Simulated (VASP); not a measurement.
Write the native input for VASP 6.6.1 that does the following.

| Property | Result |
| --- | --- |
| Task | single point |
| Functional | PBEsol |
| Potentials or basis | VASP PAW PBE potentials, release 64 (Ca_sv, Se) |
| Cutoff | 520 eV |
| k mesh | 6 × 6 × 6 |
| Occupations | gaussian, width 0.01 eV |
| Spin | no spin polarisation |
| Dipole correction | no |
| Further INCAR settings | ALGO = Normal; EDIFF = 1e-06; NBANDS = 15 |

The structure of CaSe lies in POSCAR:

```
CaSe
1.0
    0.0000000000      2.9344539877      2.9344539877
    2.9344539877      0.0000000000      2.9344539877
    2.9344539877      2.9344539877      0.0000000000
Ca Se
1 1
Direct
   -0.0017038945     -0.0017038945     -0.0017038945
    0.5000000000      0.5000000000      0.5000000000
```

This cell differs from its parent crystal: atom 1 moved by [-0.01, -0.01, -0.01] A.

One way to write it, as run:

INCAR

```
SYSTEM = CaSe
PREC     = Accurate       ! precision mode
ENCUT    = 520            ! plane-wave cutoff, eV
EDIFF    = 1E-6           ! SCF threshold, eV
ISMEAR   = 0              ! smearing method
SIGMA    = 0.01           ! smearing width, eV
LREAL    = .False.        ! projectors in reciprocal space
LASPH    = .True.         ! aspherical terms in the spheres
NELM     = 60             ! most SCF steps
ALGO     = Normal         ! electronic algorithm
ISIF     = 2              ! what is computed and relaxed
LWAVE    = .False.        ! write WAVECAR
LCHARG   = .False.        ! write CHGCAR
GGA      = PS             ! functional
NBANDS   = 15             ! bands
```

KPOINTS

```
Automatic mesh
0
Gamma
  6 6 6
  0 0 0
```

Potentials or basis: VASP PAW PBE potentials, release 64 (Ca_sv, Se).

Launch:

```sh
$ cat potpaw_PBE.64/Ca_sv/POTCAR potpaw_PBE.64/Se/POTCAR > POTCAR
$ mpirun -np 1 vasp_std > vasp.out
```

It gave:

* Pressure: 0.2 GPa
* Largest force: 0.057 eV/Å
* Band gap on the k mesh: 1.87 eV, indirect (least direct gap 2.84 eV)

Caveat: the cell differs from its parent crystal (atom 1 moved by [-0.01, -0.01, -0.01] A); the PAW data sets were made with another functional, which shifts forces and pressure a little.

Run time: 21 s on 1 thread of Intel(R) Xeon(R) Platinum 8259CL CPU @ 2.50GHz (Skylake/Cascade Lake), with other jobs on the host, peak memory 0.18 GiB.
